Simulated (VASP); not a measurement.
# GaAsSe3 (P3m1) in VASP: relaxation of cell and atoms with PBE

Aim: the relaxation of cell and atoms of GaAsSe3 with PBE.

Program: VASP 6.6.1. These are calculated values, not measurements. Logs are shortened: lines on timing, memory, paths and dates and some standing lists are left out, and cuts for length are marked.

## (1) The cell of the first run

The structure is trigonal, space group P3m1 (No. 156). The conventional cell has a = 4.864 Å, b = 4.864 Å, c = 7.676 Å, α = 90.00°, β = 90.00°, γ = 120.00°. Within 4.0 Å of Ga (site symmetry 3m) lie 7 Se at 3.01 to 3.28 Å. As (site symmetry 3m) has 7 Se at 3.05 to 3.30 Å within 4.0 Å. Within 4.3 Å of Se (site symmetry 3m) lie 3 Ga at 3.28 Å and 3 As at 3.30 Å and 6 Se at 3.94 to 4.04 Å. Within 4.0 Å of Se (site symmetry 3m) lie 3 Ga at 3.01 Å and 1 As at 3.18 Å and 6 Se at 3.45 to 3.94 Å. Within 4.1 Å of Se (site symmetry 3m) lie 3 As at 3.05 Å and 1 Ga at 3.08 Å and 6 Se at 3.45 to 4.04 Å.

The cell was built from a structure type or drawn by symmetry, and may not be a known phase.

## (2) Relaxation of cell and atoms, PBE

Input file INCAR:

```
PREC = Accurate
ENCUT = 500
EDIFF = 1E-7
ISMEAR = 0
SIGMA = 0.15
LREAL = False
LASPH = True
NELM = 120
ALGO = Normal
ISIF = 3
LWAVE = False
LCHARG = False
GGA = PE
IBRION = 2
NSW = 36
EDIFFG = -0.08
GGA_COMPAT = False
NELMIN = 4
```

Input file KPOINTS:

```
Automatic mesh
0
Gamma
  3 3 2
```

Input file POSCAR:

```
GaAsSe3
1.0
    4.8642538900      0.0000000000      0.0000000000
   -2.4321269400      4.2125674400      0.0000000000
    0.0000000000      0.0000000000      7.6758089300
Ga As Se
1 1 3
Direct
    0.6666666700      0.3333333300      0.2250700000
    0.3333333300      0.6666666700      0.7796450300
    0.0000000000      0.0000000000      0.0044930000
    0.3333333300      0.6666666700      0.3649359900
    0.6666666700      0.3333333300      0.6258559800
```

Potentials or basis: VASP PAW PBE potentials, release 64 (Ga_d, As, Se).

Run with:

```sh
$ cat potpaw_PBE.64/Ga_d/POTCAR potpaw_PBE.64/As/POTCAR potpaw_PBE.64/Se/POTCAR > POTCAR
$ mpirun -np 1 vasp_std > vasp.out
```

OUTCAR:

```text
PREC = Accurate
   ENCUT = 500
   EDIFF = 1E-7
   ISMEAR = 0
   LREAL = False
   LASPH = True
   NELM = 120
   ISIF = 3
   GGA = PE
   IBRION = 2
   NSW = 36
   EDIFFG = -0.08
   NELMIN = 4

 ion  position               nearest neighbor table
   1  0.667  0.333  0.225-
   2  0.333  0.667  0.780-
   3  0.000  0.000  0.004-
   4  0.333  0.667  0.365-
   5  0.667  0.333  0.626-

  LATTYP: Found a hexagonal cell.
 ALAT       =     4.8642538900
 C/A-ratio  =     1.5780033492

  Lattice vectors:

 A1 = (   4.8642538900,   0.0000000000,   0.0000000000)
 A2 = (  -2.4321269400,   4.2125674400,   0.0000000000)
 A3 = (   0.0000000000,   0.0000000000,   7.6758089300)

Analysis of symmetry for initial positions (statically):
=====================================================================
 Subroutine PRICEL returns:
 Original cell was already a primitive cell.

 Routine SETGRP: Setting up the symmetry group for a
 hexagonal supercell.

 Subroutine GETGRP returns: Found  6 space group operations
 (whereof  6 operations were pure point group operations)
 out of a pool of 24 trial point group operations.

The static configuration has the point symmetry C_3v.

Analysis of symmetry for dynamics (positions and initial velocities):
=====================================================================
 Subroutine PRICEL returns:
 Original cell was already a primitive cell.

 Routine SETGRP: Setting up the symmetry group for a
 hexagonal supercell.

 Subroutine GETGRP returns: Found  6 space group operations
 (whereof  6 operations were pure point group operations)
 out of a pool of 24 trial point group operations.

The dynamic configuration has the point symmetry C_3v.

 Subroutine INISYM returns: Found  6 space group operations
 (whereof  6 operations are pure point group operations),
 and found     1 'primitive' translations

----------------------------------------------------------------------------------------

                                     Primitive cell

  volume of cell :     157.2850

  direct lattice vectors                    reciprocal lattice vectors
     4.864253890  0.000000000  0.000000000     0.205581374  0.118692462  0.000000000
    -2.432126940  4.212567440  0.000000000     0.000000000  0.237384924  0.000000000
     0.000000000  0.000000000  7.675808930     0.000000000  0.000000000  0.130279428

  length of vectors
     4.864253890  4.864253888  7.675808930     0.237384924  0.237384924  0.130279428

  position of ions in fractional coordinates (direct lattice)
     0.666666670  0.333333330  0.225070000
     0.333333330  0.666666670  0.779645030
     0.000000000  0.000000000  0.004493000
     0.333333330  0.666666670  0.364935990
     0.666666670  0.333333330  0.625855980

  ion indices of the primitive-cell ions
   primitive index   ion index
                 1           1
                 2           2
                 3           3
                 4           4
                 5           5

----------------------------------------------------------------------------------------

 KPOINTS: Automatic mesh

Automatic generation of k-mesh.
 Grid dimensions read from file:
 generate k-points for:    3    3    2

 Generating k-lattice:

  Cartesian coordinates                     Fractional coordinates (reciprocal lattice)
     0.068527125  0.039564154  0.000000000     0.333333333  0.000000000  0.000000000
     0.000000000  0.079128308  0.000000000     0.000000000  0.333333333  0.000000000
     0.000000000  0.000000000  0.065139714     0.000000000  0.000000000  0.500000000

  Length of vectors
     0.079128308  0.079128308  0.065139714

  Shift w.r.t. Gamma in fractional coordinates (k-lattice)
     0.000000000  0.000000000  0.000000000

 Subroutine IBZKPT returns following result:
 ===========================================

 Found      6 irreducible k-points:

 Following reciprocal coordinates:
            Coordinates               Weight
  0.000000  0.000000  0.000000      1.000000
  0.333333  0.000000  0.000000      6.000000
  0.333333  0.333333  0.000000      2.000000
  0.000000  0.000000  0.500000      1.000000
  0.333333  0.000000  0.500000      6.000000
  0.333333  0.333333  0.500000      2.000000
   k-points           NKPTS =      6   k-points in BZ     NKDIM =      6   number of bands    NBANDS=     22
   number of dos      NEDOS =    301   number of ions     NIONS =      5
   total plane-waves  NPLWV =  72576
   dimension x,y,z NGX =    36 NGY =   36 NGZ =   56
   dimension x,y,z NGXF=    72 NGYF=   72 NGZF=  112
   ions per type =               1   1   3
   NGX,Y,Z   is equivalent  to a cutoff of  12.30, 12.30, 12.13 a.u.
   NGXF,Y,Z  is equivalent  to a cutoff of  24.61, 24.61, 24.26 a.u.
 SYSTEM =  unknown system
   PREC   = accura    normal or accurate (medium, high low for compatibility)
   ISTART =      0    job   : 0-new  1-cont  2-samecut
   ICHARG =      2    charge: 1-file 2-atom 10-const
   ISPIN  =      1    spin polarized calculation?
   LNONCOLLINEAR =      F non collinear calculations
   LSORBIT =      F    spin-orbit coupling
   LASPH  =      T    aspherical Exc in radial PAW
   ENCUT  =  500.0 eV  36.75 Ry    6.06 a.u.   8.87  8.87 13.99*2*pi/ulx,y,z
   NELM   =    120;   NELMIN=  4; NELMDL= -5     # of ELM steps
   EDIFF  = 0.1E-06   stopping-criterion for ELM
   LREAL  =      F    real-space projection
   EDIFFG = -.8E-01   stopping-criterion for IOM
   NSW    =     36    number of steps for IOM
   IBRION =      2    ionic relax: 0-MD 1-quasi-New 2-CG
   NFREE  =      1    steps in history (QN), initial steepest desc. (CG)
   ISIF   =      3    stress and relaxation
   ISYM   =      2    0-nonsym 1-usesym 2-fastsym
   POTIM  = 0.5000    time-step for ionic-motion
   TEBEG  =    0.0;   TEEND  =   0.0 temperature during run
   PSTRESS=    0.0 pullay stress
   NELECT =      36.0000    total number of electrons
   NUPDOWN=      -1.0000    fix difference up-down
   EMIN   =  10.00;   EMAX   =-10.00  energy-range for DOS
   EFERMI =   0.00;   METHOD = LEGACY
   ISMEAR =     0;   SIGMA  =   0.15  broadening in eV -4-tet -1-fermi 0-gaus
   EFERMI_NEDOS =   21; number of points for ismear=-14 and -15
   IALGO  =     38    algorithm
   IMIX   =      4    mixing-type and parameters
     AMIX     =   0.40;   BMIX     =  1.00
     AMIX_MAG =   1.60;   BMIX_MAG =  1.00
  volume/ion in A,a.u.               =      31.46       212.28
  Fermi-wavevector in a.u.,A,eV,Ry     =   1.001413  1.892396 13.644305  1.002828
  Thomas-Fermi vector in A             =   2.133833
   LORBIT       =      0    0 simple, 1 ext, 2 COOP (PROOUT), +10 PAW based schemes
   GGA     = PE    functional components
   LHFCALC =     F    Hartree Fock is set to
   AEXX    =    0.0000 exact exchange contribution
   IVDW    =     0    specifies the selected vdW correction
   LEPSILON=     F    determine dielectric tensor
   LRPA    =     F    only Hartree local field effects (RPA)
 conjugate gradient relaxation of ions
 non-spin polarized calculation
 Gauss-broadening in eV      SIGMA  =   0.15
  energy-cutoff  :      500.00
  volume of cell :      157.28
 maximum number of plane-waves:      4024
 NGX is ok and might be reduce to    36
   NGX = 17   NGY = 17   NGZ = 27

--------------------------------------- Ionic step        1  -------------------------------------------

 number of electron      35.9999993 magnetization

 Free energy of the ion-electron system (eV)
  ---------------------------------------------------
  ext. energy  EPLUGINS =         0.00000000
  ---------------------------------------------------
  free energy    TOTEN  =       -15.91289356 eV

  energy without entropy =      -15.85152941  energy(sigma->0) =      -15.88221148

------------------------ aborting loop because EDIFF is reached ----------------------------------------

  FORCE on cell =-STRESS in cart. coord.  units (eV):
  Direction    XX          YY          ZZ          XY          YZ          ZX
  --------------------------------------------------------------------------------------
  -------------------------------------------------------------------------------------
  Total      -10.1325983    -10.1325983     -5.7048324     -0.0000000      0.0000000      0.0000000
  in kB     -103.2153171   -103.2153172    -58.1120529     -0.0000001      0.0000000      0.0000000
  external PRESSURE =     -88.1808957 kB  Pullay stress =       0.0000000 kB
[... 98 lines left out ...]
  FREE ENERGIE OF THE ION-ELECTRON SYSTEM (eV)
  ---------------------------------------------------
  free  energy   TOTEN  =       -17.8833963136 eV

  energy  without entropy=      -17.8605255713  energy(sigma->0) =      -17.87196094

 E-fermi :   5.2058     XC(G=0): -10.1905

 val. band max:        4.5059221251   @ k =   0.3333   0.0000   0.5000
 cond. band min:       5.2165307064   @ k =   0.0000   0.0000   0.5000
 fundamental gap:      0.7106085813
 Fermi energy:         5.2057784094

 k-point     1 :       0.0000    0.0000    0.0000
  band No.  band energies     occupation
      1     -10.7196      2.00000
      2     -10.0783      2.00000
      3     -10.0403      2.00000
      4     -10.0403      2.00000
      5      -9.9758      2.00000
      6      -9.9758      2.00000
[... 124 lines left out ...]
      6      -8.4892      2.00000
[... 14 lines left out ...]
     21       8.5274      0.00000
     22       8.9122      0.00000

[... ionic steps 4 to 20 ...]

--------------------------------------- Ionic step       21  -------------------------------------------

 number of electron      35.9999992 magnetization

------------------------ aborting loop because EDIFF is reached ----------------------------------------

  FORCE on cell =-STRESS in cart. coord.  units (eV):
  Direction    XX          YY          ZZ          XY          YZ          ZX
  --------------------------------------------------------------------------------------
  -------------------------------------------------------------------------------------
  Total       -0.1235543     -0.1235543     -0.1214008     -0.0000000      0.0000000     -0.0000000
  in kB       -1.6326820     -1.6326820     -1.6042252     -0.0000000      0.0000000     -0.0000000
  external PRESSURE =      -1.6231964 kB  Pullay stress =       0.0000000 kB
[... 63 lines left out ...]
  energy  without entropy=      -19.3422698646  energy(sigma->0) =      -19.34248916

--------------------------------------- Ionic step       23  -------------------------------------------

 number of electron      35.9999985 magnetization

 Free energy of the ion-electron system (eV)
  ---------------------------------------------------
  ext. energy  EPLUGINS =         0.00000000
  ---------------------------------------------------
  free energy    TOTEN  =       -19.34320164 eV

  energy without entropy =      -19.34276443  energy(sigma->0) =      -19.34298303

 E-fermi :   3.6790     XC(G=0):  -9.3509

 val. band max:        3.3895366873   @ k =   0.3333   0.3333   0.5000
 cond. band min:       3.9434253562   @ k =   0.0000   0.0000   0.5000
 fundamental gap:      0.5538886688
 Fermi energy:         3.6790484587

 k-point     1 :       0.0000    0.0000    0.0000
  band No.  band energies     occupation
      1     -11.5540      2.00000
      2     -11.4576      2.00000
      3     -11.4565      2.00000
      4     -11.4565      2.00000
      5     -11.4003      2.00000
      6     -11.4003      2.00000
[... 171 lines left out ...]
  FREE ENERGIE OF THE ION-ELECTRON SYSTEM (eV)
  ---------------------------------------------------
  free  energy   TOTEN  =       -19.3432016353 eV

  energy  without entropy=      -19.3427644337  energy(sigma->0) =      -19.34298303

 reached required accuracy - stopping structural energy minimisation
```

Run time: 3.8 min. Hardware: 1 thread of Intel Xeon 6975P-C (Granite Rapids), shared host; peak memory 0.27 GiB.

What came out:

- Free energy: -19.3432 eV
- Relaxed volume: 24.21 Å³/atom
- Relaxed cell: a = 3.842 Å, b = 3.842 Å, c = 9.471 Å, α = 90.00°, β = 90.00°, γ = 120.00°
- Space group after relaxing (to 0.1 Å): P3m1 (No. 156)
- Energy gained by relaxing: 686.1 meV/atom
- Ionic steps: 23
- Pressure after relaxing: 0.3 GPa
- Largest force after relaxing: 0.058 eV/Å
- Band gap on the k mesh: 0.55 eV (least direct gap 1.07 eV)

Forces in eV/Å, atoms in the order of the input:
```
Ga   0.000  0.000  0.011
As   0.000  0.000  0.027
Se   0.000  0.000  0.058
Se   0.000  0.000 -0.054
Se   0.000  0.000 -0.041
```

Stress tensor (GPa, compression positive):
```
0.23 0.00 0.00
0.00 0.23 0.00
0.00 0.00 0.36
```

Step by step:
```tsv
step	energy change (eV)	largest force (eV/Å)	pressure (GPa)	volume (Å³)
1	0.0000	0.8339	-8.82	157.28
2	-1.8195	0.7969	-3.15	120.99
3	-1.9705	0.8112	0.86	112.25
4	-2.4879	1.2446	2.90	108.35
5	-2.6758	1.7054	6.39	104.46
6	-3.0367	1.1582	2.43	109.64
7	-3.2007	0.4836	-1.39	116.58
8	-3.2398	0.4513	-0.81	115.57
9	-3.2767	0.5491	0.44	113.69
10	-3.2780	0.5787	0.78	113.22
11	-3.3302	0.4891	0.71	114.03
12	-3.3959	0.2290	0.70	116.05
13	-3.3977	0.3018	0.74	116.45
14	-3.4143	0.1373	-0.40	119.65
15	-3.4143	0.1336	-0.47	119.88
16	-3.4192	0.2190	0.34	119.34
17	-3.4197	0.1739	0.14	119.46
18	-3.4234	0.1019	0.10	119.82
19	-3.4246	0.1087	0.05	120.18
20	-3.4268	0.0916	-0.04	120.63
21	-3.4282	0.1496	-0.16	121.25
22	-3.4298	0.0982	0.07	121.14
23	-3.4303	0.0579	0.27	121.05
```

Final structure:
```xyz
5
Lattice="3.8417 0.0000 0.0000 -1.9208 3.3270 0.0000 0.0000 0.0000 9.4707" Properties=species:S:1:pos:R:3 pbc="T T T"
Ga    1.9208    1.1090    1.7431
As    0.0000    2.2180    7.7933
Se    0.0000    0.0000    0.0279
Se    0.0000    2.2180    2.9677
Se    1.9208    1.1090    6.4094
```

Levels at points of the mesh, in eV from the valence-band top:
| k point | band 15 | band 16 | band 17 | band 18 | band 19 | band 20 | band 21 | band 22 |
| --- | --- | --- | --- | --- | --- | --- | --- | --- |
| (0.00, 0.00, 0.00) | -1.14 | -1.14 | -0.79 | -0.79 | 0.82 | 1.66 | 1.66 | 1.81 |
| (0.00, 0.00, 0.50) | -1.13 | -0.80 | -0.80 | -0.52 | 0.55 | 1.65 | 1.65 | 1.95 |

Caveat: the k points lie up to 0.63 Å⁻¹ apart in the final cell; the volume moved by over 15 % at a fixed basis, so the end points are rough; an odd mesh through Γ misses points on the zone boundary, where band edges can lie; this functional lacks dispersion, which binds the layers, so the pressure and a relaxed spacing across them are unreliable; the relaxation stopped at a loose force limit of 0.08 eV/Å, so its end isn't a converged minimum.
